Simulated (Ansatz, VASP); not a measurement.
## Two plane-wave programs on PbS

The input INCAR:

```
ALGO     = Normal         # electronic algorithm
EDIFF    = 1E-6           # SCF threshold, eV
EDIFFG   = -0.01          # ionic threshold
ENCUT    = 600            # plane-wave cutoff, eV
GGA      = PS             # functional
IBRION   = 2              # ionic algorithm
ISIF     = 3              # what is computed and relaxed
ISMEAR   = -1             # smearing method
IVDW     = 12             # dispersion correction
LASPH    = T              # aspherical terms in the spheres
LCHARG   = F              # write CHGCAR
LREAL    = F              # projectors in reciprocal space
LWAVE    = F              # write WAVECAR
NELM     = 80             # most SCF steps
NSW      = 60             # ionic steps
PREC     = Accurate       # precision mode
SIGMA    = 0.05           # smearing width, eV
```

KPOINTS

```
k-points
0
Gamma
  8 8 7
```

POSCAR

```
PbS
1.0
    4.0896976867      0.0000000000      0.0000000000
   -2.0448488433      3.5417820905      0.0000000000
    0.0000000000      0.0000000000      3.7881670000
Pb S
1 1
Direct
    0.0000000000      0.0000000000      0.0000000000
    0.6666666667      0.3333333333      0.5000000000
```

Contents of input.yaml:

```yaml
crystal:
  lattice:
    - [4.0896976867, 0.0, 0.0]
    - [-2.0448488433, 3.5417820905, 0.0]
    - [0.0, 0.0, 3.788167]
  atoms:
    - { symbol: Pb, position: [0.0, 0.0, 0.0] }
    - { symbol: S, position: [0.6666666667, 0.3333333333, 0.5] }
hamiltonian:
  xc: pbesol
  pseudopotentials: { kind: paw }
  dispersion: d3bj
kpoints:
  mp_grid: { grid: [8, 8, 7] }
scf:
  occupations: { method: fermi_dirac, width: 0.05 }
output:
  forces: true
  stress: true
  eigenvalues: true
  write_density: true
  write_potential: true
  elf: true
  volumetric_format: npy
relax:
  f_tol: 0.01
  max_steps: 40
  cell: { stress_tol: 0.05 }
```

Alike in both runs: task relaxation of cell and atoms; functional PBEsol; dispersion D3(BJ); k mesh 8 × 8 × 7; occupations fermi-dirac, width 0.05 eV; no spin polarisation.

|  | VASP | Ansatz |
| --- | --- | --- |
| version | VASP 6.6.1 | Ansatz 0.2.0 |
| potentials or method | VASP PAW PBE potentials, release 64 (Pb_d, S) | Ansatz PAW |
| plane-wave cutoff (eV) | 600 | 420 |
| valence electrons in the cell | 20 | 20 |

```tsv
	VASP	Ansatz	Ansatz less VASP
gap on the k mesh at the Fermi level, each at its own relaxed structure (eV)	none	none	-
relaxed volume (Å³/atom)	24.72	24.71	-0.017
relaxed length of the cell vector where the two differ most in proportion (Å)	3.909	3.908	-0.0013
```

VASP's potentials were made for PBE, not for PBEsol. A gap of «none» marks a metal or a gap that the smearing closes.

Spin-orbit coupling is off throughout. Noted on Ansatz's run: the plane-wave basis is chosen anew once the cell has moved, so the energies of steps on either side of that aren't comparable.
